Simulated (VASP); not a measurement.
# CdS (F-43m) in VASP: further runs, part 2 of 2

VASP 6.6.1. The steps go on from the part before.

### Step 3. Elastic constants, PBEsol

This run uses another cell than the first one, of 21.85 Å³/atom.

Input file INCAR:

```
SYSTEM = CdS
PREC = Accurate ; ENCUT = 600
EDIFF = 1E-8 ; ISMEAR = 0
SIGMA = 0.01 ; LREAL = .False.
LASPH = .True. ; NELM = 100
ALGO = Normal ; ISIF = 3
LWAVE = .False. ; LCHARG = .True.
GGA = PS ; NBANDS = 16
IBRION = 6 ; NFREE = 2
POTIM = 0.015 ; NSW = 1
```

Input file KPOINTS:

```
regular mesh
0
Gamma
  6 6 6
  0 0 0
```

Input file POSCAR:

```
CdS
1.0
    0.0000000000      2.7957882756      2.7957882756
    2.7957882756      0.0000000000      2.7957882756
    2.7957882756      2.7957882756      0.0000000000
Cd S
1 1
Direct
    0.0000000000      0.0000000000      0.0000000000
    0.7500000000      0.7500000000      0.7500000000
```

Potentials or basis: VASP PAW PBE potentials, release 64 (Cd, S).

On the command line:

```sh
> cat potpaw_PBE.64/Cd/POTCAR potpaw_PBE.64/S/POTCAR > POTCAR
> mpirun -np 1 vasp_std > vasp.out
```

OUTCAR:

```text
SYSTEM = CdS
   PREC = Accurate
   ENCUT = 600
   EDIFF = 1E-8
   ISMEAR = 0
   LREAL = .False.
   LASPH = .True.
   NELM = 100
   ISIF = 3
   GGA = PS
   IBRION = 6
   NFREE = 2
   POTIM = 0.015
   NSW = 1

 ion  position               nearest neighbor table
   1  0.000  0.000  0.000-   2 2.42   2 2.42   2 2.42   2 2.42
   2  0.750  0.750  0.750-   1 2.42   1 2.42   1 2.42   1 2.42

  LATTYP: Found a face centered cubic cell.
 ALAT       =     5.5915765512

  Lattice vectors:

 A1 = (   0.0000000000,   2.7957882756,   2.7957882756)
 A2 = (   2.7957882756,   0.0000000000,   2.7957882756)
 A3 = (   2.7957882756,   2.7957882756,   0.0000000000)

Analysis of symmetry for initial positions (statically):
=====================================================================
 Subroutine PRICEL returns:
 Original cell was already a primitive cell.

 Routine SETGRP: Setting up the symmetry group for a
 face centered cubic supercell.

 Subroutine GETGRP returns: Found 24 space group operations
 (whereof 24 operations were pure point group operations)
 out of a pool of 48 trial point group operations.

The static configuration has the point symmetry T_d .

Analysis of symmetry for dynamics (positions and initial velocities):
=====================================================================
 Subroutine PRICEL returns:
 Original cell was already a primitive cell.

 Routine SETGRP: Setting up the symmetry group for a
 face centered cubic supercell.

 Subroutine GETGRP returns: Found 24 space group operations
 (whereof 24 operations were pure point group operations)
 out of a pool of 48 trial point group operations.

The dynamic configuration has the point symmetry T_d .

 Subroutine INISYM returns: Found 24 space group operations
 (whereof 24 operations are pure point group operations),
 and found     1 'primitive' translations

----------------------------------------------------------------------------------------

                                     Primitive cell

  volume of cell :      43.7062

  direct lattice vectors                    reciprocal lattice vectors
     0.000000000  2.795788276  2.795788276    -0.178840438  0.178840438  0.178840438
     2.795788276  0.000000000  2.795788276     0.178840438 -0.178840438  0.178840438
     2.795788276  2.795788276  0.000000000     0.178840438  0.178840438 -0.178840438

  length of vectors
     3.953841697  3.953841697  3.953841697     0.309760725  0.309760725  0.309760725

  position of ions in fractional coordinates (direct lattice)
[... 686 lines left out ...]
     16      16.7967      0.00000

 [... further k-points ...]

[... ionic steps 4 to 14 ...]

--------------------------------------- Ionic step       15  -------------------------------------------

 number of electron      18.0000001 magnetization

------------------------ aborting loop because EDIFF is reached ----------------------------------------
[... 67 lines left out ...]
--------------------------------------- Ionic step       17  -------------------------------------------

 number of electron      18.0000003 magnetization

 Free energy of the ion-electron system (eV)
  ---------------------------------------------------
  ext. energy  EPLUGINS =         0.00000000
  ---------------------------------------------------
  free energy    TOTEN  =        -6.63210594 eV

  energy without entropy =       -6.63210594  energy(sigma->0) =       -6.63210594

 E-fermi :   2.5057     XC(G=0):  -9.9863

 val. band max:        2.4096175057   @ k =   0.0000   0.0000   0.0000
 cond. band min:       3.6680820485   @ k =   0.0000   0.0000   0.0000
 fundamental gap:      1.2584645428
 Fermi energy:         2.5056613022

 k-point     1 :       0.0000    0.0000    0.0000
  band No.  band energies     occupation
      1     -10.8590      2.00000
      2      -5.9259      2.00000
      3      -5.9105      2.00000
      4      -5.8952      2.00000
      5      -5.2269      2.00000
      6      -5.2267      2.00000
[... 433 lines left out ...]
      3      -5.6493      2.00000
      4      -5.2953      2.00000
      5      -5.1620      2.00000
      6      -4.7203      2.00000
[... 8 lines left out ...]
     15      15.2489      0.00000
     16      15.5726      0.00000

 [... further k-points ...]

------------------------ aborting loop because EDIFF is reached ----------------------------------------

  FORCE on cell =-STRESS in cart. coord.  units (eV):
  Direction    XX          YY          ZZ          XY          YZ          ZX
  --------------------------------------------------------------------------------------
  -------------------------------------------------------------------------------------
  Total        2.8935836      2.8974545      2.8974545      0.0000000     -0.1849431      0.0000000
  in kB      106.0727396    106.2146380    106.2146380      0.0000000     -6.7796298      0.0000000
  external PRESSURE =     106.1673386 kB  Pullay stress =       0.0000000 kB
[... 17 lines left out ...]
  FREE ENERGIE OF THE ION-ELECTRON SYSTEM (eV)
  ---------------------------------------------------
  free  energy   TOTEN  =        -6.6321059362 eV

  energy  without entropy=       -6.6321059362  energy(sigma->0) =       -6.63210594

 INTERNAL STRAIN TENSORS FROM STRAINED CELLS
 ============================================

 INTERNAL STRAIN TENSOR FOR ION    1 for displacements in x,y,z  (eV/Angst):
          X           Y           Z          XY          YZ          ZX
  --------------------------------------------------------------------------------
  x     0.00000    -0.00000    -0.00000     0.00000   -12.31701     0.00000
  y    -0.00000     0.00000    -0.00000     0.00000     0.00000   -12.31684
  z    -0.00000    -0.00000     0.00000   -12.31762    -0.00000    -0.00000

 INTERNAL STRAIN TENSORS FROM DISPLACED ATOMS
 ============================================

 INTERNAL STRAIN TENSOR FOR ION    1 for displacements in x,y,z  (eV/Angst):
          X           Y           Z          XY          YZ          ZX
  --------------------------------------------------------------------------------
  x     0.00000    -0.00000    -0.00000     0.00000   -12.32383     0.00000
  y    -0.00000    -0.00000    -0.00000     0.00000     0.00000   -12.32383
  z    -0.00000    -0.00000     0.00000   -12.32383     0.00000     0.00000

 INTERNAL STRAIN TENSOR FOR ION    2 for displacements in x,y,z  (eV/Angst):
          X           Y           Z          XY          YZ          ZX
  --------------------------------------------------------------------------------
  x    -0.00000     0.00000     0.00000     0.00000    12.32601     0.00000
  y     0.00000    -0.00000     0.00000     0.00000     0.00000    12.32601
  z     0.00000     0.00000    -0.00000    12.32601     0.00000     0.00000

 Eigenvectors and eigenvalues of the dynamical matrix
 ----------------------------------------------------

   1 f  =    8.753175 THz    54.997820 2PiTHz  291.974488 cm-1    36.200207 meV
             X         Y         Z           dx          dy          dz
      0.000000  0.000000  0.000000    -0.014095    0.471306    0.000000
      4.193682  4.193682  4.193682     0.026361   -0.881463    0.000000
[... 21 lines left out ...]
   6 f/i=    0.004028 THz     0.025309 2PiTHz    0.134364 cm-1     0.016659 meV
             X         Y         Z           dx          dy          dz
      0.000000  0.000000  0.000000    -0.256993   -0.843580    0.000000
      4.193682  4.193682  4.193682    -0.137411   -0.451050    0.000000

--------------------------------------------------------------------------------------------------------

 ELASTIC MODULI CONTR FROM IONIC RELAXATION (kBar)
 Direction    XX          YY          ZZ          XY          YZ          ZX
 --------------------------------------------------------------------------------
 XX          -0.0000      0.0000      0.0000     -0.0000      0.0000     -0.0000
 YY           0.0000     -0.0000     -0.0000     -0.0000     -0.0000     -0.0000
 ZZ           0.0000     -0.0000     -0.0000      0.0000     -0.0000     -0.0000
 XY          -0.0000     -0.0000      0.0000   -711.5141      0.0000      0.0000
 YZ           0.0000     -0.0000     -0.0000      0.0000   -711.5141      0.0000
 ZX          -0.0000     -0.0000     -0.0000      0.0000      0.0000   -711.5141
 --------------------------------------------------------------------------------

 TOTAL ELASTIC MODULI (kBar)
 Direction    XX          YY          ZZ          XY          YZ          ZX
 --------------------------------------------------------------------------------
 XX        1009.6652    942.8897    942.8897     -0.0000      0.0000     -0.0000
 YY         942.8897   1009.6652    942.8897     -0.0000     -0.0000     -0.0000
 ZZ         942.8897    942.8897   1009.6652      0.0000     -0.0000     -0.0000
 XY          -0.0000     -0.0000      0.0000    150.8151      0.0000     -0.0000
 YZ           0.0000     -0.0000     -0.0000      0.0000    150.8151     -0.0000
 ZX          -0.0000     -0.0000     -0.0000     -0.0000     -0.0000    150.8151
 --------------------------------------------------------------------------------
```

It took 8.7 min on 1 thread of Intel Xeon 8259CL, shared host; peak memory 0.26 GiB.

What came out:

| Item | Value |
| --- | --- |
| Elastic constants C11, C12, C44 | 101, 94, 15 GPa |
| Voigt bulk modulus | 97 GPa |
| Highest phonon frequency at Γ, LO-TO splitting left out | 292 cm⁻¹ |

Phonon frequencies in cm⁻¹ (negative: imaginary):
```tsv
q point	frequencies
(0.000, 0.000, 0.000)	0 0 0 292 292 292
```

Elastic tensor in Voigt notation (GPa, in the Cartesian axes of the cell as first typed):
```
101  94  94   0   0   0
 94 101  94   0   0   0
 94  94 101   0   0   0
  0   0   0  15   0   0
  0   0   0   0  15   0
  0   0   0   0   0  15
```

Clamped-ion elastic tensor (GPa):
```
101  94  94   0   0   0
 94 101  94   0   0   0
 94  94 101   0   0   0
  0   0   0  86   0   0
  0   0   0   0  86   0
  0   0   0   0   0  86
```

Caveat: the cell is under stress, which shifts elastic constants; the PAW data sets were made with another functional, which shifts forces and pressure a little.

### Step 4. Elastic constants, PBEsol

This run uses another cell than the first one, of 22.53 Å³/atom.

Input file INCAR:

```
ALGO     = Normal         # electronic algorithm
EDIFF    = 1E-8           # SCF threshold, eV
ENCUT    = 600            # plane-wave cutoff, eV
GGA      = PS             # functional
IBRION   = 6              # ionic algorithm
ISIF     = 3              # what is computed and relaxed
ISMEAR   = 0              # smearing method
LASPH    = T              # aspherical terms in the spheres
LCHARG   = T              # write CHGCAR
LREAL    = F              # projectors in reciprocal space
LWAVE    = F              # write WAVECAR
NELM     = 100            # most SCF steps
NFREE    = 2            
NSW      = 1              # ionic steps
POTIM    = 0.015          # step
PREC     = Accurate       # precision mode
SIGMA    = 0.01           # smearing width, eV
```

Input file KPOINTS:

```
k-points
0
Gamma
  6 6 6
```

Input file POSCAR:

```
CdS
1.0
    0.0000000000      2.8242896407      2.8242896407
    2.8242896407      0.0000000000      2.8242896407
    2.8242896407      2.8242896407      0.0000000000
Cd S
1 1
Direct
    0.0000000000      0.0000000000      0.0000000000
    0.7500000000      0.7500000000      0.7500000000
```

Potentials or basis: VASP PAW PBE potentials, release 64 (Cd, S).

On the command line:

```sh
> cat potpaw_PBE.64/Cd/POTCAR potpaw_PBE.64/S/POTCAR > POTCAR
> mpirun -np 1 vasp_std > vasp.out
```

OUTCAR:

```text
EDIFF = 1E-8
   ENCUT = 600
   GGA = PS
   IBRION = 6
   ISIF = 3
   ISMEAR = 0
   LASPH = T
   LREAL = F
   NELM = 100
   NFREE = 2
   NSW = 1
   POTIM = 0.015
   PREC = Accurate

 ion  position               nearest neighbor table
   1  0.000  0.000  0.000-   2 2.45   2 2.45   2 2.45   2 2.45
   2  0.750  0.750  0.750-   1 2.45   1 2.45   1 2.45   1 2.45

  LATTYP: Found a face centered cubic cell.
 ALAT       =     5.6485792814

  Lattice vectors:

 A1 = (   0.0000000000,   2.8242896407,   2.8242896407)
 A2 = (   2.8242896407,   0.0000000000,   2.8242896407)
 A3 = (   2.8242896407,   2.8242896407,   0.0000000000)

Analysis of symmetry for initial positions (statically):
=====================================================================
 Subroutine PRICEL returns:
 Original cell was already a primitive cell.

 Routine SETGRP: Setting up the symmetry group for a
 face centered cubic supercell.

 Subroutine GETGRP returns: Found 24 space group operations
 (whereof 24 operations were pure point group operations)
 out of a pool of 48 trial point group operations.

The static configuration has the point symmetry T_d .

Analysis of symmetry for dynamics (positions and initial velocities):
=====================================================================
 Subroutine PRICEL returns:
 Original cell was already a primitive cell.

[... 738 lines left out ...]
  Total        2.1218054      2.1252366      2.1252366      0.0000000     -0.1613770      0.0000000
  in kB       75.4498594     75.5718708     75.5718708      0.0000000     -5.7384476      0.0000000
  external PRESSURE =      75.5312004 kB  Pullay stress =       0.0000000 kB
[... 17 lines left out ...]
  FREE ENERGIE OF THE ION-ELECTRON SYSTEM (eV)
  ---------------------------------------------------
  free  energy   TOTEN  =        -6.7089451447 eV

  energy  without entropy=       -6.7089451447  energy(sigma->0) =       -6.70894514

 INTERNAL STRAIN TENSORS FROM STRAINED CELLS
 ============================================

 INTERNAL STRAIN TENSOR FOR ION    1 for displacements in x,y,z  (eV/Angst):
          X           Y           Z          XY          YZ          ZX
  --------------------------------------------------------------------------------
  x    -0.00000     0.00000     0.00000    -0.00000   -10.78324    -0.00000
  y    -0.00000     0.00000     0.00000    -0.00000     0.00000   -10.78356
  z    -0.00000     0.00000     0.00000   -10.78508     0.00000    -0.00000

 INTERNAL STRAIN TENSORS FROM DISPLACED ATOMS
 ============================================

 INTERNAL STRAIN TENSOR FOR ION    1 for displacements in x,y,z  (eV/Angst):
          X           Y           Z          XY          YZ          ZX
  --------------------------------------------------------------------------------
  x     0.00000     0.00000     0.00000     0.00000   -10.77216     0.00000
  y    -0.00000    -0.00000    -0.00000     0.00000     0.00000   -10.77216
  z     0.00000     0.00000     0.00000   -10.77216     0.00000     0.00000

 INTERNAL STRAIN TENSOR FOR ION    2 for displacements in x,y,z  (eV/Angst):
          X           Y           Z          XY          YZ          ZX
  --------------------------------------------------------------------------------
  x    -0.00000    -0.00000    -0.00000     0.00000    10.76395     0.00000
  y     0.00000     0.00000     0.00000     0.00000     0.00000    10.76395
  z    -0.00000    -0.00000    -0.00000    10.76395     0.00000     0.00000

 Eigenvectors and eigenvalues of the dynamical matrix
 ----------------------------------------------------

   1 f  =    8.319633 THz    52.273795 2PiTHz  277.513081 cm-1    34.407221 meV
             X         Y         Z           dx          dy          dz
      0.000000  0.000000  0.000000     0.000000    0.471253    0.000000
      4.236434  4.236434  4.236434     0.000000   -0.881998    0.000000
[... 21 lines left out ...]
   6 f/i=    0.001342 THz     0.008435 2PiTHz    0.044779 cm-1     0.005552 meV
             X         Y         Z           dx          dy          dz
      0.000000  0.000000  0.000000     0.000000    0.000000    0.881998
      4.236434  4.236434  4.236434     0.000000    0.000000    0.471253

--------------------------------------------------------------------------------------------------------

 ELASTIC MODULI CONTR FROM IONIC RELAXATION (kBar)
 Direction    XX          YY          ZZ          XY          YZ          ZX
 --------------------------------------------------------------------------------
 XX          -0.0000     -0.0000     -0.0000      0.0000      0.0000     -0.0000
 YY          -0.0000     -0.0000     -0.0000      0.0000      0.0000     -0.0000
 ZZ          -0.0000     -0.0000     -0.0000      0.0000      0.0000     -0.0000
 XY           0.0000      0.0000      0.0000   -583.4074     -0.0000     -0.0000
 YZ           0.0000      0.0000      0.0000     -0.0000   -583.4074     -0.0000
 ZX          -0.0000     -0.0000     -0.0000     -0.0000     -0.0000   -583.4074
 --------------------------------------------------------------------------------

 TOTAL ELASTIC MODULI (kBar)
 Direction    XX          YY          ZZ          XY          YZ          ZX
 --------------------------------------------------------------------------------
 XX         939.2796    834.5405    834.5405      0.0000      0.0000      0.0000
 YY         834.5405    939.2796    834.5405      0.0000      0.0000     -0.0000
 ZZ         834.5405    834.5405    939.2796      0.0000      0.0000     -0.0000
 XY           0.0000      0.0000      0.0000    190.0429     -0.0000     -0.0000
 YZ           0.0000      0.0000      0.0000     -0.0000    190.0429     -0.0000
 ZX           0.0000     -0.0000     -0.0000     -0.0000     -0.0000    190.0429
 --------------------------------------------------------------------------------
```

stdout:

```text
POSCAR found type information on POSCAR CdS
 POSCAR found :  2 types and       2 ions
 scaLAPACK will be used
 -----------------------------------------------------------------------------
|                                                                             |
|                                                                             |
|     You enforced a specific xc type in the INCAR file but a different       |
|     I HOPE YOU KNOW WHAT YOU ARE DOING!                                     |
[... 32 lines left out ...]
 Finite differences progress:
 bond charge predicted
 Finite differences progress:
 bond charge predicted
 Finite differences progress:
 bond charge predicted
 Finite differences progress:
 bond charge predicted
 Finite differences progress:
 bond charge predicted
 Finite differences progress:
 bond charge predicted
 Finite differences progress:
```

It took 7.4 min on 1 thread of Intel Xeon 8259CL, shared host; peak memory 0.25 GiB.

Results:

```
Elastic constants C11, C12, C44                         : 94, 83, 19 GPa
Voigt bulk modulus                                      : 87 GPa
Highest phonon frequency at Γ, LO-TO splitting left out : 278 cm⁻¹
```

Phonon frequencies in cm⁻¹ (negative: imaginary):
```tsv
q point	frequencies
(0.000, 0.000, 0.000)	0 0 0 278 278 278
```

Elastic tensor in Voigt notation (GPa, in the Cartesian axes of the cell as first typed):
```
94 83 83  0  0  0
83 94 83  0  0  0
83 83 94  0  0  0
 0  0  0 19  0  0
 0  0  0  0 19  0
 0  0  0  0  0 19
```

Clamped-ion elastic tensor (GPa):
```
94 83 83  0  0  0
83 94 83  0  0  0
83 83 94  0  0  0
 0  0  0 77  0  0
 0  0  0  0 77  0
 0  0  0  0  0 77
```

Caveat: the cell is under stress, which shifts elastic constants; the PAW data sets were made with another functional, which shifts forces and pressure a little.

### Step 5. Elastic constants, PBEsol

This run uses another cell than the first one, of 23.33 Å³/atom.

Input file INCAR:

```
PREC = Accurate ; ENCUT = 600
EDIFF = 1E-8 ; ISMEAR = 0
SIGMA = 0.01 ; LREAL = False
LASPH = True ; NELM = 80
ALGO = Normal ; ISIF = 3
LWAVE = False ; LCHARG = False
GGA = PS ; IBRION = 6
NFREE = 2 ; POTIM = 0.015
NSW = 1
```

Input file KPOINTS:

```
regular mesh
0
Gamma
  6 6 6
```

Input file POSCAR:

```
CdS
1.0
    0.0000000000      2.8574086287      2.8574086287
    2.8574086287      0.0000000000      2.8574086287
    2.8574086287      2.8574086287      0.0000000000
Cd S
1 1
Direct
    0.0000000000      0.0000000000      0.0000000000
    0.7500000000      0.7500000000      0.7500000000
```

On the command line:

```sh
> cat potpaw_PBE.64/Cd/POTCAR potpaw_PBE.64/S/POTCAR > POTCAR
> mpirun -np 1 vasp_std > vasp.out
```

It took 6.5 min on 1 thread of Intel Xeon 8259CL, shared host; peak memory 0.26 GiB.

It converged, with:

```
Elastic constants C11, C12, C44                         : 86, 72, 22 GPa
Voigt bulk modulus                                      : 77 GPa
Highest phonon frequency at Γ, LO-TO splitting left out : 261 cm⁻¹
```

Phonon frequencies in cm⁻¹ (negative: imaginary):
```tsv
q point	frequencies
(0.000, 0.000, 0.000)	0 0 0 261 261 261
```

Elastic tensor in Voigt notation (GPa, in the Cartesian axes of the cell as first typed):
```
86 72 72  0  0  0
72 86 72  0  0  0
72 72 86  0  0  0
 0  0  0 22  0  0
 0  0  0  0 22  0
 0  0  0  0  0 22
```

Clamped-ion elastic tensor (GPa):
```
86 72 72  0  0  0
72 86 72  0  0  0
72 72 86  0  0  0
 0  0  0 68  0  0
 0  0  0  0 68  0
 0  0  0  0  0 68
```

Caveat: the cell is under stress, which shifts elastic constants; the PAW data sets were made with another functional, which shifts forces and pressure a little.
